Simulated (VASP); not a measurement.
# Hf2H3 (P6/mmm) in VASP: a series of runs, part 2 of 2

VASP 6.6.1.

### Step 3. Single point, PBE

This run uses another cell than the first one, of 13.32 Å³/atom, 1.067 times its volume.

Contents of INCAR:

```
PREC = Accurate ; ENCUT = 520
EDIFF = 1E-6 ; ISMEAR = 0
SIGMA = 0.1 ; LREAL = False
LASPH = True ; NELM = 80
ALGO = Normal ; ISIF = 2
LWAVE = False ; LCHARG = False
GGA = PE ; NBANDS = 20
```

Contents of KPOINTS:

```
Automatic mesh
0
Gamma
  6 6 4
```

Contents of POSCAR:

```
Hf2H3
1.0
    5.0713909178     -0.0000000034      0.0000000000
   -2.5356954559      4.3919533691      0.0000000000
    0.0000000000      0.0000000000      2.9906460805
Hf H
2 3
Direct
    0.3333333333      0.6666666667      0.0000000000
    0.6666666667      0.3333333333      0.0000000000
    0.0000000000      0.0000000000      0.1685701189
    0.0000000000      0.0000000000      0.8314298811
    0.0000000000      0.0000000000      0.5000000000
```

Potentials or basis: VASP PAW PBE potentials, release 64 (Hf_pv, H).

The run is started by

```bash
> cat potpaw_PBE.64/Hf_pv/POTCAR potpaw_PBE.64/H/POTCAR > POTCAR
> mpirun -np 1 vasp_std > vasp.out
```

Run time: 44 s. Hardware: 1 thread of Oxide Virtual Turin-like, shared host; peak memory 0.16 GiB.

Results (log left out):

```
Free energy : -24.8450 eV
Pressure    : -0.1 GPa
```

Levels at points of the mesh, in eV from the Fermi level:
```
           k point  band 9  band 10  band 11  band 12  band 13  band 14  band 15  band 16
(0.00, 0.00, 0.00)   -0.92    -0.74    -0.59    -0.59     0.35     0.35     3.38     3.38
(0.50, 0.00, 0.00)   -2.68    -0.57    -0.50    -0.44     0.98     2.13     3.13     3.33
(0.00, 0.00, 0.50)   -1.30    -1.30    -0.35     1.28     1.28     1.29     1.29     1.75
(0.50, 0.00, 0.50)   -1.85    -0.95    -0.65    -0.39    -0.12     0.49     2.53     4.41
```

Caveat: the k points lie up to 0.53 Å⁻¹ apart; spin-orbit coupling is left out, which moves the levels of the heavy elements.

### Step 4. Single point, PBE

This run uses another cell than the first one, of 13.69 Å³/atom, 1.096 times its volume.

Contents of INCAR:

```
SYSTEM = Hf2H3
ALGO     = Normal         ! electronic algorithm
EDIFF    = 1E-6           ! SCF threshold, eV
ENCUT    = 520            ! plane-wave cutoff, eV
GGA      = PE             ! functional
ISIF     = 2              ! what is computed and relaxed
ISMEAR   = 0              ! smearing method
LASPH    = .TRUE.         ! aspherical terms in the spheres
LCHARG   = .FALSE.        ! write CHGCAR
LREAL    = .FALSE.        ! projectors in reciprocal space
LWAVE    = .FALSE.        ! write WAVECAR
NBANDS   = 20             ! bands
NELM     = 80             ! most SCF steps
PREC     = Accurate       ! precision mode
SIGMA    = 0.1            ! smearing width, eV
```

Contents of KPOINTS:

```
k-points
0
G
  6 6 6
  0 0 0
```

Contents of POSCAR:

```
Hf2H3
1.0
    5.2378910326      0.0000000000      0.0000000000
   -2.6189455163      4.5361466965      0.0000000000
    0.0000000000      0.0000000000      2.8804028507
Hf H
2 3
Direct
    0.3333333333      0.6666666667      0.0000000000
    0.6666666667      0.3333333333      0.0000000000
    0.0000000000      0.0000000000      0.1713100879
    0.0000000000      0.0000000000      0.8286899121
    0.0000000000      0.0000000000      0.5000000000
```

Potentials or basis: VASP PAW PBE potentials, release 64 (Hf_pv, H).

The run is started by

```bash
> cat potpaw_PBE.64/Hf_pv/POTCAR potpaw_PBE.64/H/POTCAR > POTCAR
> mpirun -np 1 vasp_std > vasp.out
```

OUTCAR:

```text
SYSTEM = Hf2H3
   EDIFF = 1E-6
   ENCUT = 520
   GGA = PE
   ISIF = 2
   ISMEAR = 0
   LASPH = .TRUE.
   LREAL = .FALSE.
   NELM = 80
   PREC = Accurate

 ion  position               nearest neighbor table
   1  0.333  0.667  0.000-   2 3.02   2 3.02   2 3.02
   2  0.667  0.333  0.000-   1 3.02   1 3.02   1 3.02
   3  0.000  0.000  0.171-
   4  0.000  0.000  0.829-
   5  0.000  0.000  0.500-

  LATTYP: Found a hexagonal cell.
 ALAT       =     5.2378910326
 C/A-ratio  =     0.5499165280

  Lattice vectors:

 A1 = (   5.2378910326,   0.0000000000,   0.0000000000)
 A2 = (  -2.6189455163,   4.5361466965,   0.0000000000)
 A3 = (   0.0000000000,   0.0000000000,   2.8804028507)

Analysis of symmetry for initial positions (statically):
=====================================================================
 Subroutine PRICEL returns:
 Original cell was already a primitive cell.

[... 169 lines left out ...]
  ---------------------------------------------------
  ext. energy  EPLUGINS =         0.00000000
  ---------------------------------------------------
  free energy    TOTEN  =       -24.94394476 eV

  energy without entropy =      -24.92850094  energy(sigma->0) =      -24.93622285

 E-fermi :   2.9286     XC(G=0):  -9.9502

 val. band max:        2.9201750002   @ k =   0.5000   0.0000   0.1667
 cond. band min:       2.9329004956   @ k =   0.1667   0.0000   0.1667
 fundamental gap:      0.0127254953
 Fermi energy:         2.9286298126

 k-point     1 :       0.0000    0.0000    0.0000
  band No.  band energies     occupation
      1     -28.1093      2.00000
      2     -28.1093      2.00000
      3     -27.6769      2.00000
      4     -27.6769      2.00000
      5     -27.2850      2.00000
      6     -27.2047      2.00000
[... 541 lines left out ...]
     19       8.5519      0.00000
     20       9.2894      0.00000

 [... further k-points ...]
[... 5 lines left out ...]
  --------------------------------------------------------------------------------------
  -------------------------------------------------------------------------------------
  Total       -0.1072640     -0.1072640     -0.1430283      0.0000000     -0.0000000      0.0000000
  in kB       -2.5111218     -2.5111218     -3.3483881      0.0000000     -0.0000000      0.0000000
  external PRESSURE =      -2.7902106 kB  Pullay stress =       0.0000000 kB

 VOLUME and BASIS-vectors are now :
 -----------------------------------------------------------------------------
  energy-cutoff  :      520.00
  volume of cell :       68.44
      direct lattice vectors                 reciprocal lattice vectors
     5.237891033  0.000000000  0.000000000     0.190916534  0.110225712  0.000000000
    -2.618945516  4.536146697  0.000000000     0.000000000  0.220451424  0.000000000
     0.000000000  0.000000000  2.880402851     0.000000000  0.000000000  0.347173660

 POSITION                                       TOTAL-FORCE (eV/Angst)
 -----------------------------------------------------------------------------------
     -0.00000      3.02410      0.00000         0.000000     -0.000000      0.000000
      2.61895      1.51205      0.00000        -0.000000      0.000000      0.000000
      0.00000      0.00000      0.49344         0.000000     -0.000000     -0.005197
      0.00000      0.00000      2.38696         0.000000      0.000000      0.005197
      0.00000      0.00000      1.44020         0.000000     -0.000000      0.000000
 -----------------------------------------------------------------------------------
    total drift:                                0.000000     -0.000000      0.000000

  FREE ENERGIE OF THE ION-ELECTRON SYSTEM (eV)
  ---------------------------------------------------
  free  energy   TOTEN  =       -24.9439447559 eV

  energy  without entropy=      -24.9285009362  energy(sigma->0) =      -24.93622285
```

It took 45 s on 1 thread of Oxide Virtual Turin-like, shared host; peak memory 0.17 GiB.

What came out:

* Free energy: -24.9439 eV
* Pressure: -0.3 GPa
* Largest force: 0.005 eV/Å

Forces on the atoms (eV/Å):
```
Hf   0.000  0.000  0.000
Hf   0.000  0.000  0.000
H    0.000  0.000 -0.005
H    0.000  0.000  0.005
H    0.000  0.000  0.000
```

Stress tensor (GPa, compression positive):
```
-0.25  0.00  0.00
 0.00 -0.25  0.00
 0.00  0.00 -0.33
```

Caveat: the k points lie up to 0.36 Å⁻¹ apart; spin-orbit coupling is left out, which moves the levels of the heavy elements.

### Step 5. Relaxation of cell and atoms, PBE

Contents of INCAR:

```
  ALGO = Normal
  EDIFF = 1E-6
  EDIFFG = -0.04
  ENCUT = 600
  GGA = PE
  IBRION = 2
  ISIF = 3
  ISMEAR = 0
  LASPH = T
  LCHARG = F
  LREAL = F
  LWAVE = F
  NELM = 100
  NSW = 90
  PREC = Accurate
  SIGMA = 0.1
```

Contents of KPOINTS:

```
k-points
0
Gamma
  6 6 4
```

Contents of POSCAR:

```
Hf2H3
1.0
    4.2656399900      0.0000000000      0.0000000000
   -2.1328199900      3.6941525900      0.0000000000
    0.0000000000      0.0000000000      3.9628391700
Hf H
2 3
Direct
    0.3333333300      0.6666666700      0.0000000000
    0.6666666700      0.3333333300      0.0000000000
    0.0000000000      0.0000000000      0.2659051900
    0.0000000000      0.0000000000      0.7340948100
    0.0000000000      0.0000000000      0.5000000000
```

The run is started by

```bash
> cat potpaw_PBE.64/Hf_pv/POTCAR potpaw_PBE.64/H/POTCAR > POTCAR
> mpirun -np 1 vasp_std > vasp.out
```

Wall time 3 min (1 thread of Oxide Virtual Turin-like, shared host); peak memory 0.19 GiB.

It converged, with:

```yaml
Free_energy: -24.8343 eV
Relaxed_volume: 13.29 Å³/atom
Relaxed_cell: a = 5.066 Å, b = 5.066 Å, c = 2.990 Å, α = 90.00°, β = 90.00°, γ = 120.00°
Space_group_after_relaxing_to_0.05_Å: P6/mmm (No. 191)
Energy_gained_by_relaxing: 610.3 meV/atom
Ionic_steps: 12
Pressure_after_relaxing: -0.1 GPa
Largest_force_after_relaxing: 0.020 eV/Å
```

Forces on the atoms (eV/Å):
```
Hf   0.000  0.000  0.000
Hf   0.000  0.000  0.000
H    0.000  0.000  0.020
H    0.000  0.000 -0.020
H    0.000  0.000  0.000
```

The path:
```tsv
step	energy change (eV)	largest force (eV/Å)	pressure (GPa)	volume (Å³)
1	0.0000	1.1916	14.17	62.45
2	-1.2405	0.6405	0.78	72.65
3	-1.4217	0.3875	-3.07	77.39
4	-1.5386	0.2068	-8.02	87.06
5	-2.5092	1.1149	-6.68	81.07
6	-2.5878	1.2889	-5.50	79.46
7	-2.9546	0.5752	-2.01	70.87
8	-3.0016	0.0243	1.85	65.47
9	-3.0089	0.2288	0.52	67.07
10	-3.0453	0.2036	-0.81	67.07
11	-3.0491	0.1111	-0.54	67.08
12	-3.0514	0.0204	-0.10	66.47
```

Final structure:
```
Hf H
1.0
     5.06640    0.00000    0.00000
    -2.53320    4.38763    0.00000
     0.00000    0.00000    2.99029
Hf H
2 3
Direct
  0.33333 0.66667 0.00000
  0.66667 0.33333 0.00000
  0.00000 0.00000 0.16808
  0.00000 0.00000 0.83192
  0.00000 0.00000 0.50000
```

Levels at points of the mesh, in eV from the Fermi level:
| k point | band 10 | band 11 | band 12 | band 13 | band 14 | band 15 |
| --- | --- | --- | --- | --- | --- | --- |
| (0.00, 0.00, 0.00) | -0.73 | -0.59 | -0.59 | 0.36 | 0.36 | 3.38 |
| (0.50, 0.00, 0.00) | -0.57 | -0.50 | -0.44 | 0.99 | 2.15 | 3.13 |
| (0.00, 0.00, 0.50) | -1.30 | -0.34 | 1.27 | 1.27 | 1.29 | 1.76 |
| (0.50, 0.00, 0.50) | -0.95 | -0.65 | -0.39 | -0.12 | 0.49 | 4.51 |

Caveat: the k points lie up to 0.53 Å⁻¹ apart in the final cell; spin-orbit coupling is left out, which moves the levels of the heavy elements.

### Step 6. Summary

```csv
task,cell,k mesh,cutoff (eV),gap on the mesh (eV),pressure (GPa),largest force (eV/Å)
single point,"a = 4.266, b = 4.266, c = 3.963 Å, angles 90.0, 90.0, 120.0°, 5 atoms",6 × 6 × 4,520,none,14.1,1.20
single point,"a = 5.071, b = 5.071, c = 2.991 Å, angles 90.0, 90.0, 120.0°, 5 atoms",6 × 6 × 4,520,none,-0.1,-
single point,"a = 5.238, b = 5.238, c = 2.880 Å, angles 90.0, 90.0, 120.0°, 5 atoms",6 × 6 × 6,520,none,-0.3,0.01
relaxation of cell and atoms,"relaxed from a = 4.266, b = 4.266, c = 3.963 Å, angles 90.0, 90.0, 120.0°, 5 atoms",6 × 6 × 4,600,none,-0.1,0.02
```

Alike in all rows: level PBE; potentials or basis VASP PAW PBE potentials, release 64 (Hf_pv, H); no spin polarisation; smearing gaussian 0.1 eV.

Caveats: all runs use coarse meshes; spin-orbit coupling is left out, which moves the levels of the heavy elements; forces of over 1 eV/Å act on the atoms, so gaps and moduli don't describe the material at rest (some runs).

Total energies depend on the potentials used, so only differences within one code and one set of settings carry meaning.
